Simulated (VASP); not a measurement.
# LaSi26C27 (a cell with a defect) in VASP: single point with PBE

Aim: the single point of LaSi26C27 (a cell with a defect) with PBE.

Program: VASP 6.6.1. These are calculated values, not measurements. Logs are shortened: lines on timing, memory, paths and dates and some standing lists are left out, and cuts for length are marked.

## 1. The cell of the first run

The cell holds a defect, 54 atoms: a = 9.245 Å, b = 9.245 Å, c = 9.245 Å, α = 60.00°, β = 60.00°, γ = 60.00°.

## 2. Single point, PBE

INCAR reads:

```
SYSTEM = LaSi26C27
PREC = Accurate
ENCUT = 520
EDIFF = 1E-6
ISMEAR = -1
SIGMA = 0.01
LREAL = Auto
LASPH = .TRUE.
NELM = 80
ALGO = Normal
ISIF = 2
LWAVE = .FALSE.
LCHARG = .TRUE.
GGA = PE
LELF = .TRUE.
LVHAR = .TRUE.
NBANDS = 144
NELECT = 224.0
```

KPOINTS reads:

```
Automatic mesh
0
G
  3 3 3
  0 0 0
```

POSCAR reads:

```
LaSi26C27
1.0
    0.0000000000      6.5370000000      6.5370000000
    6.5370000000      0.0000000000      6.5370000000
    6.5370000000      6.5370000000      0.0000000000
La Si C
1 26 27
Direct
    0.0000000000      0.0000000000      0.0000000000
    0.0019605084      0.0019605084      0.3353371865
    0.0019605084      0.0019605084      0.6607417967
    0.0019605084      0.3353371865      0.0019605084
    0.0011656386      0.3329447871      0.3329447871
    0.0019605084      0.3353371865      0.6607417967
    0.0019605084      0.6607417967      0.0019605084
    0.0019605084      0.6607417967      0.3353371865
    0.0002655411      0.6665781530      0.6665781530
    0.3353371865      0.0019605084      0.0019605084
    0.3329447871      0.0011656386      0.3329447871
    0.3353371865      0.0019605084      0.6607417967
    0.3329447871      0.3329447871      0.0011656386
    0.3329447871      0.3329447871      0.3329447871
    0.3330639022      0.3330639022      0.6669360978
    0.3353371865      0.6607417967      0.0019605084
    0.3330639022      0.6669360978      0.3330639022
    0.3330639022      0.6669360978      0.6669360978
    0.6607417967      0.0019605084      0.0019605084
    0.6607417967      0.0019605084      0.3353371865
    0.6665781530      0.0002655411      0.6665781530
    0.6607417967      0.3353371865      0.0019605084
    0.6669360978      0.3330639022      0.3330639022
    0.6669360978      0.3330639022      0.6669360978
    0.6665781530      0.6665781530      0.0002655411
    0.6669360978      0.6669360978      0.3330639022
    0.6665781530      0.6665781530      0.6665781530
    0.0991912875      0.0991912875      0.0991912875
    0.0829665933      0.0829665933      0.4170334067
    0.0991912875      0.0991912875      0.7024261375
    0.0829665933      0.4170334067      0.0829665933
    0.0829665933      0.4170334067      0.4170334067
    0.0831650090      0.4157797775      0.7505276068
    0.0991912875      0.7024261375      0.0991912875
    0.0831650090      0.7505276068      0.4157797775
    0.0831650090      0.7505276068      0.7505276068
    0.4170334067      0.0829665933      0.0829665933
    0.4170334067      0.0829665933      0.4170334067
    0.4157797775      0.0831650090      0.7505276068
    0.4170334067      0.4170334067      0.0829665933
    0.4166047706      0.4166047706      0.4166047706
    0.4166047706      0.4166047706      0.7501856881
    0.4157797775      0.7505276068      0.0831650090
    0.4166047706      0.7501856881      0.4166047706
    0.4157797775      0.7505276068      0.7505276068
    0.7024261375      0.0991912875      0.0991912875
    0.7505276068      0.0831650090      0.4157797775
    0.7505276068      0.0831650090      0.7505276068
    0.7505276068      0.4157797775      0.0831650090
    0.7501856881      0.4166047706      0.4166047706
    0.7505276068      0.4157797775      0.7505276068
    0.7505276068      0.7505276068      0.0831650090
    0.7505276068      0.7505276068      0.4157797775
    0.7500000000      0.7500000000      0.7500000000
```

Potentials or basis: VASP PAW PBE potentials, release 64 (La, Si, C).

On the command line:

```sh
cat potpaw_PBE.64/La/POTCAR potpaw_PBE.64/Si/POTCAR potpaw_PBE.64/C/POTCAR > POTCAR
mpirun -np 1 vasp_std > vasp.out
```

OUTCAR:

```text
SYSTEM = LaSi26C27
   PREC = Accurate
   ENCUT = 520
   EDIFF = 1E-6
   ISMEAR = -1
   LREAL = Auto
   LASPH = .TRUE.
   NELM = 80
   ISIF = 2
   GGA = PE
   NELECT = 224.0

 ion  position               nearest neighbor table
   1  0.000  0.000  0.000-  28 2.25  30 2.25  34 2.25  46 2.25   7 3.12  19 3.12   3 3.12   8 3.12
                            12 3.12   6 3.12  20 3.12  16 3.12  22 3.12   4 3.12   2 3.12  10 3.12
   2  0.002  0.002  0.335-  28 1.81  29 1.84  35 1.90  47 1.90   3 3.01   5 3.05  11 3.05  17 3.08
                            23 3.08  21 3.08   9 3.08   4 3.08  10 3.08   1 3.12
   3  0.002  0.002  0.661-  30 1.81  29 1.84  36 1.90  48 1.90   2 3.01   5 3.05  11 3.05  18 3.08
                            24 3.08  21 3.08   9 3.08  12 3.08   6 3.08   1 3.12
   4  0.002  0.335  0.002-  28 1.81  31 1.84  33 1.90  49 1.90   7 3.01   5 3.05  13 3.05  15 3.08
                            23 3.08   9 3.08  25 3.08   2 3.08  10 3.08   1 3.12
   5  0.001  0.333  0.333-  29 1.89  31 1.89  32 1.89  50 1.89   2 3.05   4 3.05   3 3.05   7 3.05
                             6 3.05   8 3.05  13 3.07  14 3.07  11 3.07  23 3.09  24 3.09  26 3.09
   6  0.002  0.335  0.661-  30 1.81  32 1.84  51 1.90  33 1.90   8 3.01  14 3.05   5 3.05  15 3.08
                            24 3.08  27 3.08   9 3.08   3 3.08  12 3.08   1 3.12
   7  0.002  0.661  0.002-  34 1.81  31 1.84  36 1.90  52 1.90   4 3.01   5 3.05  13 3.05  18 3.08
                            26 3.08  25 3.08   9 3.08  16 3.08   8 3.08   1 3.12
   8  0.002  0.661  0.335-  34 1.81  32 1.84  53 1.90  35 1.90   6 3.01  14 3.05   5 3.05  17 3.08
                            26 3.08  27 3.08   9 3.08  16 3.08   7 3.08   1 3.12
   9  0.000  0.667  0.667-  54 1.89  36 1.89  33 1.89  35 1.89  18 3.08  17 3.08  15 3.08   7 3.08
[... 62 lines left out ...]
  53  0.751  0.751  0.416-  26 1.89  27 1.89   8 1.90  20 1.90
  54  0.750  0.750  0.750-  27 1.89  21 1.89  25 1.89   9 1.89

  LATTYP: Found a face centered cubic cell.
 ALAT       =    13.0740000000

  Lattice vectors:

 A1 = (   0.0000000000,   6.5370000000,   6.5370000000)
 A2 = (   6.5370000000,   0.0000000000,   6.5370000000)
 A3 = (   6.5370000000,   6.5370000000,   0.0000000000)

Analysis of symmetry for initial positions (statically):
=====================================================================
 Subroutine PRICEL returns:
 Original cell was already a primitive cell.

 Routine SETGRP: Setting up the symmetry group for a
 face centered cubic supercell.

 Subroutine GETGRP returns: Found 24 space group operations
 (whereof 24 operations were pure point group operations)
 out of a pool of 48 trial point group operations.

The static configuration has the point symmetry T_d .

Analysis of symmetry for dynamics (positions and initial velocities):
=====================================================================
 Subroutine PRICEL returns:
 Original cell was already a primitive cell.

 Routine SETGRP: Setting up the symmetry group for a
 face centered cubic supercell.

 Subroutine GETGRP returns: Found 24 space group operations
 (whereof 24 operations were pure point group operations)
 out of a pool of 48 trial point group operations.

The dynamic configuration has the point symmetry T_d .

 Subroutine INISYM returns: Found 24 space group operations
 (whereof 24 operations are pure point group operations),
 and found     1 'primitive' translations

----------------------------------------------------------------------------------------

                                     Primitive cell

  volume of cell :     558.6830

  direct lattice vectors                    reciprocal lattice vectors
     0.000000000  6.537000000  6.537000000    -0.076487685  0.076487685  0.076487685
     6.537000000  0.000000000  6.537000000     0.076487685 -0.076487685  0.076487685
     6.537000000  6.537000000  0.000000000     0.076487685  0.076487685 -0.076487685

  length of vectors
     9.244714057  9.244714057  9.244714057     0.132480557  0.132480557  0.132480557

  position of ions in fractional coordinates (direct lattice)
     0.000000000  0.000000000  0.000000000
     0.001960508  0.001960508  0.335337186
     0.001960508  0.001960508  0.660741797
     0.001960508  0.335337186  0.001960508
     0.001165639  0.332944787  0.332944787
     0.001960508  0.335337186  0.660741797
[... 46 lines left out ...]
     0.750527607  0.750527607  0.415779777
     0.750000000  0.750000000  0.750000000

  ion indices of the primitive-cell ions
   primitive index   ion index
                 1           1
                 2           2
                 3           3
                 4           4
                 5           5
                 6           6
[... 46 lines left out ...]
                53          53
                54          54

----------------------------------------------------------------------------------------

 KPOINTS: Automatic mesh

Automatic generation of k-mesh.
 Grid dimensions read from file:
 generate k-points for:    3    3    3

 Generating k-lattice:

  Cartesian coordinates                     Fractional coordinates (reciprocal lattice)
    -0.025495895  0.025495895  0.025495895     0.333333333  0.000000000  0.000000000
     0.025495895 -0.025495895  0.025495895     0.000000000  0.333333333  0.000000000
     0.025495895  0.025495895 -0.025495895     0.000000000  0.000000000  0.333333333

  Length of vectors
     0.044160186  0.044160186  0.044160186

  Shift w.r.t. Gamma in fractional coordinates (k-lattice)
     0.000000000  0.000000000  0.000000000

 Subroutine IBZKPT returns following result:
 ===========================================

 Found      4 irreducible k-points:

 Following reciprocal coordinates:
            Coordinates               Weight
  0.000000  0.000000  0.000000      1.000000
  0.333333  0.000000  0.000000      8.000000
  0.333333  0.333333  0.000000      6.000000
 -0.333333  0.333333  0.000000     12.000000
   k-points           NKPTS =      4   k-points in BZ     NKDIM =      4   number of bands    NBANDS=    144
   number of dos      NEDOS =    301   number of ions     NIONS =     54
   total plane-waves  NPLWV = 343000
   dimension x,y,z NGX =    70 NGY =   70 NGZ =   70
   dimension x,y,z NGXF=   140 NGYF=  140 NGZF=  140
   ions per type =               1  26  27
   NGX,Y,Z   is equivalent  to a cutoff of  12.59, 12.59, 12.59 a.u.
   NGXF,Y,Z  is equivalent  to a cutoff of  25.18, 25.18, 25.18 a.u.
 SYSTEM =  LaSi26C27
   PREC   = accura    normal or accurate (medium, high low for compatibility)
   ISTART =      0    job   : 0-new  1-cont  2-samecut
   ICHARG =      2    charge: 1-file 2-atom 10-const
   ISPIN  =      1    spin polarized calculation?
   LNONCOLLINEAR =      F non collinear calculations
   LSORBIT =      F    spin-orbit coupling
   LASPH  =      T    aspherical Exc in radial PAW
   ENCUT  =  520.0 eV  38.22 Ry    6.18 a.u.  17.19 17.19 17.19*2*pi/ulx,y,z
   NELM   =     80;   NELMIN=  2; NELMDL= -5     # of ELM steps
   EDIFF  = 0.1E-05   stopping-criterion for ELM
   LREAL  =      T    real-space projection
   EDIFFG = 0.1E-04   stopping-criterion for IOM
   NSW    =      0    number of steps for IOM
   IBRION =     -1    ionic relax: 0-MD 1-quasi-New 2-CG
   NFREE  =      0    steps in history (QN), initial steepest desc. (CG)
   ISIF   =      2    stress and relaxation
   ISYM   =      2    0-nonsym 1-usesym 2-fastsym
   POTIM  = 0.5000    time-step for ionic-motion
   TEBEG  =    0.0;   TEEND  =   0.0 temperature during run
   PSTRESS=    0.0 pullay stress
   NELECT =     224.0000    total number of electrons
   NUPDOWN=      -1.0000    fix difference up-down
   EMIN   =  10.00;   EMAX   =-10.00  energy-range for DOS
   EFERMI =   0.00;   METHOD = LEGACY
   ISMEAR =    -1;   SIGMA  =   0.01  broadening in eV -4-tet -1-fermi 0-gaus
   EFERMI_NEDOS =   21; number of points for ismear=-14 and -15
   IALGO  =     38    algorithm
   IMIX   =      4    mixing-type and parameters
     AMIX     =   0.40;   BMIX     =  1.00
     AMIX_MAG =   1.60;   BMIX_MAG =  1.00
  volume/ion in A,a.u.               =      10.35        69.82
  Fermi-wavevector in a.u.,A,eV,Ry     =   1.207172  2.281224 19.827271  1.457263
  Thomas-Fermi vector in A             =   2.342817
   LORBIT       =      0    0 simple, 1 ext, 2 COOP (PROOUT), +10 PAW based schemes
   GGA     = PE    functional components
   LHFCALC =     F    Hartree Fock is set to
   AEXX    =    0.0000 exact exchange contribution
   IVDW    =     0    specifies the selected vdW correction
   LEPSILON=     F    determine dielectric tensor
   LRPA    =     F    only Hartree local field effects (RPA)
 non-spin polarized calculation
  energy-cutoff  :      520.00
  volume of cell :      558.68
 maximum number of plane-waves:     15070
 NGX is ok and might be reduce to    70
   NGX = 35   NGY = 35   NGZ = 35

 number of electron     224.0000001 magnetization

 Free energy of the ion-electron system (eV)
  ---------------------------------------------------
  ext. energy  EPLUGINS =         0.00000000
  ---------------------------------------------------
  free energy    TOTEN  =      -389.67377186 eV

  energy without entropy =     -389.67377186  energy(sigma->0) =     -389.67377186

 E-fermi :   9.7012     XC(G=0): -11.4646

 val. band max:        9.4004712727   @ k =  -0.3333   0.3333   0.0000
 cond. band min:      10.1210809920   @ k =   0.3333   0.3333   0.0000
 fundamental gap:      0.7206097193
 Fermi energy:         9.7012073912

 k-point     1 :       0.0000    0.0000    0.0000
  band No.  band energies     occupation
      1     -21.1007      2.00000
      2      -7.0208      2.00000
      3      -6.5898      2.00000
      4      -6.5898      2.00000
      5      -6.5898      2.00000
      6      -5.0835      2.00000
[... 497 lines left out ...]
    123      13.0823      0.00000
    124      13.1812      0.00000
 [bands above 124 left out]

------------------------ aborting loop because EDIFF is reached ----------------------------------------

  FORCE on cell =-STRESS in cart. coord.  units (eV):
  Direction    XX          YY          ZZ          XY          YZ          ZX
  --------------------------------------------------------------------------------------
  -------------------------------------------------------------------------------------
  Total       49.7720968     49.7720968     49.7720968     -0.0000000     -0.0000000     -0.0000000
  in kB      142.7351937    142.7351937    142.7351937     -0.0000000     -0.0000000     -0.0000000
  external PRESSURE =     142.7351937 kB  Pullay stress =       0.0000000 kB

 VOLUME and BASIS-vectors are now :
 -----------------------------------------------------------------------------
  energy-cutoff  :      520.00
  volume of cell :      558.68
      direct lattice vectors                 reciprocal lattice vectors
     0.000000000  6.537000000  6.537000000    -0.076487685  0.076487685  0.076487685
     6.537000000  0.000000000  6.537000000     0.076487685 -0.076487685  0.076487685
     6.537000000  6.537000000  0.000000000     0.076487685  0.076487685 -0.076487685

 POSITION                                       TOTAL-FORCE (eV/Angst)
 -----------------------------------------------------------------------------------
      0.00000      0.00000      0.00000        -0.000000     -0.000000     -0.000000
      2.20492      2.20492      0.02563        -0.003716     -0.003716      0.009131
      4.33208      4.33208      0.02563         0.003716      0.003716      0.009131
      2.20492      0.02563      2.20492        -0.003716      0.009131     -0.003716
      4.35292      2.18408      2.18408         0.001038     -0.001038     -0.001038
      6.51137      4.33208      2.20492        -0.009131      0.003716     -0.003716
[... 46 lines left out ...]
      7.62415      7.62415      9.81240         0.004581      0.004581      0.004157
      9.80550      9.80550      9.80550        -0.000000     -0.000000     -0.000000
 -----------------------------------------------------------------------------------
    total drift:                               -0.000000     -0.000000     -0.000000

  FREE ENERGIE OF THE ION-ELECTRON SYSTEM (eV)
  ---------------------------------------------------
  free  energy   TOTEN  =      -389.6737718631 eV

  energy  without entropy=     -389.6737718631  energy(sigma->0) =     -389.67377186
```

It took 36 min on 1 thread of Intel Xeon 8259CL, shared host; peak memory 0.79 GiB.

Results:

| Item | Value |
| --- | --- |
| Free energy | -389.6738 eV |
| Largest force | 0.017 eV/Å |

Forces on the atoms (eV/Å):
```
La   0.000  0.000  0.000
Si  -0.004 -0.004  0.009
Si   0.004  0.004  0.009
Si  -0.004  0.009 -0.004
Si   0.001 -0.001 -0.001
Si  -0.009  0.004 -0.004
Si   0.004  0.009  0.004
Si  -0.009 -0.004  0.004
Si  -0.001  0.001  0.001
Si   0.009 -0.004 -0.004
Si  -0.001  0.001 -0.001
Si   0.004 -0.009 -0.004
Si  -0.001 -0.001  0.001
Si   0.001  0.001  0.001
Si   0.000  0.000 -0.002
Si   0.004 -0.004 -0.009
Si   0.000 -0.002  0.000
Si   0.002  0.000  0.000
Si   0.009  0.004  0.004
Si  -0.004 -0.009  0.004
Si   0.001 -0.001  0.001
Si  -0.004  0.004 -0.009
Si  -0.002  0.000  0.000
Si   0.000  0.002  0.000
Si   0.001  0.001 -0.001
Si   0.000  0.000  0.002
Si  -0.001 -0.001 -0.001
C    0.000  0.000  0.000
C    0.000  0.000 -0.017
C    0.000  0.000  0.000
C    0.000 -0.017  0.000
C    0.017  0.000  0.000
C    0.005 -0.005 -0.004
C    0.000  0.000  0.000
C    0.005 -0.004 -0.005
C    0.004 -0.005 -0.005
C   -0.017  0.000  0.000
C    0.000  0.017  0.000
C   -0.005  0.005 -0.004
C    0.000  0.000  0.017
C    0.001  0.001  0.001
C   -0.001 -0.001  0.001
C   -0.005 -0.004  0.005
C   -0.001  0.001 -0.001
C    0.004  0.005  0.005
C    0.000  0.000  0.000
C   -0.004  0.005 -0.005
C   -0.005  0.004 -0.005
C   -0.004 -0.005  0.005
C    0.001 -0.001 -0.001
C    0.005  0.004  0.005
C   -0.005 -0.005  0.004
C    0.005  0.005  0.004
C    0.000  0.000  0.000
```

Caveat: the cell carries a net charge on a neutralising background, which shifts energy and pressure; the cell is charged against a uniform background, so pressure and absolute levels hang on convention; spin-orbit coupling is left out, which moves the levels of the heavy elements.
